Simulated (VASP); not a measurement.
Write the native input for VASP 6.6.1 that does the following.

```yaml
Task: single point
Functional: PBE
Potentials_or_basis: VASP PAW PBE potentials, release 64 (Na_pv, F)
Cutoff: 520 eV
k_mesh: 11 × 11 × 11
Occupations: fermi-dirac, width 0.02 eV
Spin: no spin polarisation
Dipole_correction: no
Further_INCAR_settings: ALGO = Normal; EDIFF = 1e-06; NBANDS = 14
```

The structure of NaF (Villiaumite) lies in POSCAR:

```
NaF
1.0
    0.0000000000      2.3497833620      2.3497833620
    2.3497833620      0.0000000000      2.3497833620
    2.3497833620      2.3497833620      0.0000000000
Na F
1 1
Direct
    0.0000000000      0.0000000000      0.0000000000
    0.5000000000      0.5000000000      0.5000000000
```

One way to write it, as run:

INCAR

```
SYSTEM = NaF
  PREC = Accurate
  ENCUT = 520
  EDIFF = 1E-6
  ISMEAR = -1
  SIGMA = 0.02
  LREAL = .False.
  LASPH = .True.
  NELM = 100
  ALGO = Normal
  ISIF = 2
  LWAVE = .False.
  LCHARG = .False.
  GGA = PE
  NBANDS = 14
```

KPOINTS

```
Automatic mesh
0
Gamma
  11 11 11
  0 0 0
```

Potentials or basis: VASP PAW PBE potentials, release 64 (Na_pv, F).

Command:

```bash
$ cat potpaw_PBE.64/Na_pv/POTCAR potpaw_PBE.64/F/POTCAR > POTCAR
$ mpirun -np 1 vasp_std > vasp.out
```

It gave:

- Pressure: -0.1 GPa
- Band gap on the k mesh: 6.08 eV, direct

Wall time 39 s on 1 thread of AMD EPYC 7R43 64-Core Processor (Zen 3), with other jobs on the host, peak memory 0.12 GiB.
